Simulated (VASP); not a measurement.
# TaSi2 (P6_422) in VASP: further runs

The runs below take TaSi2 through single point, with r2SCAN.

Program: VASP 6.6.1. These are calculated values, not measurements. Logs are shortened: lines on timing, memory, paths and dates and some standing lists are left out, and cuts for length are marked.

## Step 1: The cell of the first run

Symmetry: P6_422, No. 181, hexagonal system. Conventional cell: a = 4.541 Å, b = 4.541 Å, c = 6.719 Å, α = 90.00°, β = 90.00°, γ = 120.00°. Ta (site symmetry 222) has 10 Si at 2.59 to 2.69 Å and 4 Ta at 3.19 Å within 3.4 Å. Si (site symmetry 2) has 9 Si at 2.49 to 3.27 Å and 5 Ta at 2.59 to 2.69 Å within 3.3 Å.

## Step 2: Single point, r2SCAN (strain -0.050 along x and y, +0.025 along z)

POSCAR

```
TaSi2
1.0
    4.5409691634      0.0000000000      0.0000000000
   -2.2704845817      3.9325946533      0.0000000000
    0.0000000000      0.0000000000      6.7186242801
Ta Si
3 6
Direct
    0.5000000000      0.0000000000      0.0000000000
    0.5000000000      0.5000000000      0.6666666667
    0.0000000000      0.5000000000      0.3333333333
    0.1582725695      0.3165451391      0.0000000000
    0.8417274305      0.1582725695      0.6666666667
    0.6834548609      0.8417274305      0.3333333333
    0.8417274305      0.6834548609      0.0000000000
    0.1582725695      0.8417274305      0.6666666667
    0.3165451391      0.1582725695      0.3333333333
```

INCAR.step1

```
PREC = Accurate
ENCUT = 550
ISMEAR = 0
SIGMA = 0.15
LREAL = False
LASPH = True
NELM = 120
NBANDS = 38
GGA = PE
ALGO = Normal
EDIFF = 1E-5
LWAVE = True
LCHARG = False
GGA_COMPAT = False
```

INCAR.step2

```
PREC = Accurate
ENCUT = 550
EDIFF = 1E-6
ISMEAR = 0
SIGMA = 0.15
LREAL = False
LASPH = True
NELM = 120
ALGO = Normal
ISIF = 2
LWAVE = False
LCHARG = True
METAGGA = R2SCAN
LMIXTAU = True
LELF = True
LVHAR = True
NBANDS = 38
ISTART = 1
GGA_COMPAT = False
```

KPOINTS

```
Automatic mesh
0
Gamma
  12 12 6
```

Potentials or basis: VASP PAW PBE potentials, release 64 (Ta_pv, Si).

Launch:

```
$ cat potpaw_PBE.64/Ta_pv/POTCAR potpaw_PBE.64/Si/POTCAR > POTCAR
$ cp INCAR.step1 INCAR
$ mpirun -np 1 vasp_std > vasp.out
$ cp INCAR.step2 INCAR
$ mpirun -np 1 vasp_std > vasp.out
```

OUTCAR:

```text
PREC = Accurate
   ENCUT = 550
   EDIFF = 1E-6
   ISMEAR = 0
   LREAL = False
   LASPH = True
   NELM = 120
   ISIF = 2
   METAGGA = R2SCAN
   ISTART = 1

 ion  position               nearest neighbor table
   1  0.500  0.000  0.000-   4 2.59   7 2.59   7 2.59   4 2.59   9 2.61   6 2.61   5 2.61   8 2.61
                             4 2.69   7 2.69   2 3.19   2 3.19   3 3.19   3 3.19
   2  0.500  0.500  0.667-   5 2.59   8 2.59   8 2.59   5 2.59   4 2.61   7 2.61   6 2.61   9 2.61
                             8 2.69   5 2.69   1 3.19   1 3.19   3 3.19   3 3.19
   3  0.000  0.500  0.333-   9 2.59   6 2.59   9 2.59   6 2.59   4 2.61   7 2.61   5 2.61   8 2.61
                             6 2.69   9 2.69   1 3.19   1 3.19   2 3.19   2 3.19
   4  0.158  0.317  0.000-   7 2.49   5 2.56   9 2.56   1 2.59   1 2.59   3 2.61   2 2.61   1 2.69
                             7 2.69   7 2.69   8 3.11   6 3.11
   5  0.842  0.158  0.667-   8 2.49   4 2.56   6 2.56   2 2.59   2 2.59   1 2.61   3 2.61   2 2.69
                             8 2.69   8 2.69   7 3.11   9 3.11
   6  0.683  0.842  0.333-   9 2.49   7 2.56   5 2.56   3 2.59   3 2.59   1 2.61   2 2.61   3 2.69
                             9 2.69   9 2.69   4 3.11   8 3.11
   7  0.842  0.683  0.000-   4 2.49   8 2.56   6 2.56   1 2.59   1 2.59   3 2.61   2 2.61   1 2.69
                             4 2.69   4 2.69   5 3.11   9 3.11
   8  0.158  0.842  0.667-   5 2.49   7 2.56   9 2.56   2 2.59   2 2.59   1 2.61   3 2.61   2 2.69
                             5 2.69   5 2.69   4 3.11   6 3.11
   9  0.317  0.158  0.333-   6 2.49   4 2.56   8 2.56   3 2.59   3 2.59   1 2.61   2 2.61   3 2.69
                             6 2.69   6 2.69   7 3.11   5 3.11

  LATTYP: Found a hexagonal cell.
 ALAT       =     4.5409691634
 C/A-ratio  =     1.4795573452

  Lattice vectors:

 A1 = (   4.5409691634,   0.0000000000,   0.0000000000)
 A2 = (  -2.2704845817,   3.9325946533,   0.0000000000)
 A3 = (   0.0000000000,   0.0000000000,   6.7186242801)

Analysis of symmetry for initial positions (statically):
=====================================================================
 Subroutine PRICEL returns:
 Original cell was already a primitive cell.

 Routine SETGRP: Setting up the symmetry group for a
 hexagonal supercell.

 Subroutine GETGRP returns: Found 12 space group operations
 (whereof  4 operations were pure point group operations)
 out of a pool of 24 trial point group operations.

The static configuration has the point symmetry D_2 .
 The point group associated with its full space group is D_6 .

Analysis of symmetry for dynamics (positions and initial velocities):
=====================================================================
 Subroutine PRICEL returns:
 Original cell was already a primitive cell.

 Routine SETGRP: Setting up the symmetry group for a
 hexagonal supercell.

 Subroutine GETGRP returns: Found 12 space group operations
 (whereof  4 operations were pure point group operations)
 out of a pool of 24 trial point group operations.

The dynamic configuration has the point symmetry D_2 .
 The point group associated with its full space group is D_6 .

 Subroutine INISYM returns: Found 12 space group operations
 (whereof  4 operations are pure point group operations),
 and found     1 'primitive' translations

----------------------------------------------------------------------------------------

                                     Primitive cell

  volume of cell :     119.9798

  direct lattice vectors                    reciprocal lattice vectors
     4.540969163  0.000000000  0.000000000     0.220217307  0.127142521  0.000000000
    -2.270484582  3.932594653  0.000000000     0.000000000  0.254285043  0.000000000
     0.000000000  0.000000000  6.718624280     0.000000000  0.000000000  0.148839994

  length of vectors
     4.540969163  4.540969163  6.718624280     0.254285043  0.254285043  0.148839994

  position of ions in fractional coordinates (direct lattice)
     0.500000000  0.000000000  0.000000000
     0.500000000  0.500000000  0.666666667
     0.000000000  0.500000000  0.333333333
     0.158272569  0.316545139  0.000000000
     0.841727431  0.158272569  0.666666667
     0.683454861  0.841727431  0.333333333
     0.841727431  0.683454861  0.000000000
     0.158272569  0.841727431  0.666666667
     0.316545139  0.158272569  0.333333333

  ion indices of the primitive-cell ions
   primitive index   ion index
                 1           1
                 2           2
                 3           3
                 4           4
                 5           5
                 6           6
                 7           7
                 8           8
                 9           9

----------------------------------------------------------------------------------------

 KPOINTS: Automatic mesh

Automatic generation of k-mesh.
 Grid dimensions read from file:
 generate k-points for:   12   12    6

 Generating k-lattice:

  Cartesian coordinates                     Fractional coordinates (reciprocal lattice)
     0.018351442  0.010595210  0.000000000     0.083333333  0.000000000  0.000000000
     0.000000000  0.021190420  0.000000000     0.000000000  0.083333333  0.000000000
     0.000000000  0.000000000  0.024806666     0.000000000  0.000000000  0.166666667

  Length of vectors
     0.021190420  0.021190420  0.024806666

  Shift w.r.t. Gamma in fractional coordinates (k-lattice)
     0.000000000  0.000000000  0.000000000

 Subroutine IBZKPT returns following result:
 ===========================================

 Found     76 irreducible k-points:

 Following reciprocal coordinates:
            Coordinates               Weight
  0.000000  0.000000  0.000000      1.000000
  0.083333  0.000000  0.000000      6.000000
  0.166667  0.000000  0.000000      6.000000
  0.250000 -0.000000  0.000000      6.000000
  0.333333  0.000000  0.000000      6.000000
  0.416667 -0.000000  0.000000      6.000000
[... 16 lines left out ...]
  0.250000 -0.000000  0.166667     12.000000
  0.333333  0.000000  0.166667     12.000000
 [... further k-points ...]
   k-points           NKPTS =     76   k-points in BZ     NKDIM =     76   number of bands    NBANDS=     38
   number of dos      NEDOS =    301   number of ions     NIONS =      9
   total plane-waves  NPLWV =  69984
   dimension x,y,z NGX =    36 NGY =   36 NGZ =   54
   dimension x,y,z NGXF=    72 NGYF=   72 NGZF=  108
   ions per type =               3   6
   NGX,Y,Z   is equivalent  to a cutoff of  13.18, 13.18, 13.36 a.u.
   NGXF,Y,Z  is equivalent  to a cutoff of  26.36, 26.36, 26.72 a.u.
 SYSTEM =  unknown system
   PREC   = accura    normal or accurate (medium, high low for compatibility)
   ISTART =      1    job   : 0-new  1-cont  2-samecut
   ICHARG =      0    charge: 1-file 2-atom 10-const
   ISPIN  =      1    spin polarized calculation?
   LNONCOLLINEAR =      F non collinear calculations
   LSORBIT =      F    spin-orbit coupling
   LASPH  =      T    aspherical Exc in radial PAW
   ENCUT  =  550.0 eV  40.42 Ry    6.36 a.u.   8.68  8.68 12.85*2*pi/ulx,y,z
   NELM   =    120;   NELMIN=  2; NELMDL=  0     # of ELM steps
   EDIFF  = 0.1E-05   stopping-criterion for ELM
   LREAL  =      F    real-space projection
   EDIFFG = 0.1E-04   stopping-criterion for IOM
   NSW    =      0    number of steps for IOM
   IBRION =     -1    ionic relax: 0-MD 1-quasi-New 2-CG
   NFREE  =      0    steps in history (QN), initial steepest desc. (CG)
   ISIF   =      2    stress and relaxation
   ISYM   =      2    0-nonsym 1-usesym 2-fastsym
   POTIM  = 0.5000    time-step for ionic-motion
   TEBEG  =    0.0;   TEEND  =   0.0 temperature during run
   PSTRESS=    0.0 pullay stress
   NELECT =      57.0000    total number of electrons
   NUPDOWN=      -1.0000    fix difference up-down
   EMIN   =  10.00;   EMAX   =-10.00  energy-range for DOS
   EFERMI =   0.00;   METHOD = LEGACY
   ISMEAR =     0;   SIGMA  =   0.15  broadening in eV -4-tet -1-fermi 0-gaus
   EFERMI_NEDOS =   21; number of points for ismear=-14 and -15
   IALGO  =     38    algorithm
   IMIX   =      4    mixing-type and parameters
     AMIX     =   0.40;   BMIX     =  1.00
     AMIX_MAG =   1.60;   BMIX_MAG =  1.00
  volume/ion in A,a.u.               =      13.33        89.96
  Fermi-wavevector in a.u.,A,eV,Ry     =   1.277410  2.413955 22.201675  1.631777
  Thomas-Fermi vector in A             =   2.410011
   LORBIT       =      0    0 simple, 1 ext, 2 COOP (PROOUT), +10 PAW based schemes
   METAGGA = R2SCAN    functional components
   LHFCALC =     F    Hartree Fock is set to
   AEXX    =    0.0000 exact exchange contribution
   IVDW    =     0    specifies the selected vdW correction
   LEPSILON=     F    determine dielectric tensor
   LRPA    =     F    only Hartree local field effects (RPA)
 non-spin polarized calculation
 Gauss-broadening in eV      SIGMA  =   0.15
  energy-cutoff  :      550.00
  volume of cell :      119.98
 maximum number of plane-waves:      3533
 NGX is ok and might be reduce to    36
   NGX = 17   NGY = 17   NGZ = 25

 number of electron      56.9999997 magnetization

 Free energy of the ion-electron system (eV)
  ---------------------------------------------------
  ext. energy  EPLUGINS =         0.00000000
  ---------------------------------------------------
  free energy    TOTEN  =      -201.44106847 eV

  energy without entropy =     -201.40444375  energy(sigma->0) =     -201.42275611

 E-fermi :  10.2485     XC(G=0): -13.4145

 val. band max:       10.2380769968   @ k =   0.2500   0.1667   0.0000
 cond. band min:      10.2757343438   @ k =   0.4167   0.0833   0.1667
 fundamental gap:      0.0376573470
 Fermi energy:        10.2485319127

 k-point     1 :       0.0000    0.0000    0.0000
  band No.  band energies     occupation
      1     -25.1348      2.00000
      2     -25.1348      2.00000
      3     -25.0637      2.00000
      4     -25.0217      2.00000
      5     -25.0217      2.00000
      6     -24.9052      2.00000
[... 30 lines left out ...]
     37      14.8473      0.00000
     38      15.2992      0.00000
[... 941 lines left out ...]
     37      15.1002      0.00000
     38      15.1440      0.00000

 [... further k-points ...]
[... 5 lines left out ...]
  --------------------------------------------------------------------------------------
  -------------------------------------------------------------------------------------
  Total       20.1890063     20.1890063     -0.0361508     -0.0000000      0.0000000      0.0000000
  in kB      269.5984767    269.5984767     -0.4827478     -0.0000000      0.0000000      0.0000000
  external PRESSURE =     179.5714019 kB  Pullay stress =       0.0000000 kB

 VOLUME and BASIS-vectors are now :
 -----------------------------------------------------------------------------
  energy-cutoff  :      550.00
  volume of cell :      119.98
      direct lattice vectors                 reciprocal lattice vectors
     4.540969163  0.000000000  0.000000000     0.220217307  0.127142521  0.000000000
    -2.270484582  3.932594653  0.000000000     0.000000000  0.254285043  0.000000000
     0.000000000  0.000000000  6.718624280     0.000000000  0.000000000  0.148839994

 POSITION                                       TOTAL-FORCE (eV/Angst)
 -----------------------------------------------------------------------------------
      2.27048      0.00000      0.00000         0.000000      0.000000     -0.000000
      1.13524      1.96630      4.47908         0.000000      0.000000     -0.000000
     -1.13524      1.96630      2.23954         0.000000      0.000000      0.000000
     -0.00000      1.24484      0.00000         0.000000      0.393491     -0.000000
      3.46290      0.62242      4.47908        -0.340774      0.196746     -0.000000
      1.19242      3.31017      2.23954        -0.340774     -0.196746      0.000000
      2.27048      2.68775      0.00000        -0.000000     -0.393491     -0.000000
     -1.19242      3.31017      4.47908         0.340774     -0.196746      0.000000
      1.07807      0.62242      2.23954         0.340774      0.196746      0.000000
 -----------------------------------------------------------------------------------
    total drift:                               -0.000000      0.000000      0.000000

  FREE ENERGIE OF THE ION-ELECTRON SYSTEM (eV)
  ---------------------------------------------------
  free  energy   TOTEN  =      -201.4410684708 eV

  energy  without entropy=     -201.4044437469  energy(sigma->0) =     -201.42275611
```

Run time: 36 min. Hardware: 1 thread of Oxide Virtual Turin-like, shared host; peak memory 0.43 GiB.

Results:

| Property | Result |
| --- | --- |
| Free energy | -201.4411 eV |
| Pressure | 18.0 GPa |
| Largest force | 0.393 eV/Å |
| Band gap on the k mesh | zero (an odd number of electrons rules out a gap without spin polarisation) |

Forces in eV/Å, atoms in the order of the input:
```
Ta   0.000  0.000  0.000
Ta   0.000  0.000  0.000
Ta   0.000  0.000  0.000
Si   0.000  0.393  0.000
Si  -0.341  0.197  0.000
Si  -0.341 -0.197  0.000
Si   0.000 -0.393  0.000
Si   0.341 -0.197  0.000
Si   0.341  0.197  0.000
```

Stress tensor (GPa, compression positive):
```
26.96  0.00  0.00
 0.00 26.96  0.00
 0.00  0.00 -0.05
```

Caveat: the cell differs from its parent crystal (strain -0.050 along x and y, +0.025 along z); the stress differs along the axes, from -0 to 27 GPa; the PAW data sets were made with another functional, which shifts forces and pressure a little; spin-orbit coupling is left out, which moves the levels of the heavy elements; an odd number of electrons without spin polarisation forces a metal; a magnetic or distorted state may lie lower.

(Part 1 of 2 ends here.)

The gap in the log of VASP goes by the Fermi energy; the results here count the filled bands.